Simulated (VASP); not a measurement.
The system is CaO.

```xyz
2
Lattice="0.0000 2.3976 2.3976 2.3976 0.0000 2.3976 2.3976 2.3976 0.0000" Properties=species:S:1:pos:R:3 pbc="T T T"
Ca    0.0000    0.0000    0.0000
O     2.3976    2.3976    2.3976
```

Base run:

| Item | Value |
| --- | --- |
| Program | VASP 6.6.1 |
| Functional | HSE06 |
| Potentials or basis | VASP PAW PBE potentials, release 64 (Ca_sv, O) |
| Cutoff | 520 eV |
| k mesh | 6 × 6 × 6 |
| Occupations | gaussian, width 0.01 eV |
| Spin | no spin polarisation |

Its results: band gap on the k mesh 5.29 eV, indirect (least direct gap 5.72 eV); pressure 1.0 GPa.

Q: The run is repeated on the same cell with these changes: functional from HSE06 to r2SCAN; k mesh from 6 × 6 × 6 to 10 × 10 × 10. What comes out?

A: Band gap on the k mesh 4.19 eV, indirect (least direct gap 4.56 eV); pressure 1.1 GPa.

Several settings changed at once, so the effect can't be laid on one alone.

Caveats: the PAW data sets were made with another functional, which shifts forces and pressure a little.

A k mesh can miss the band edges.
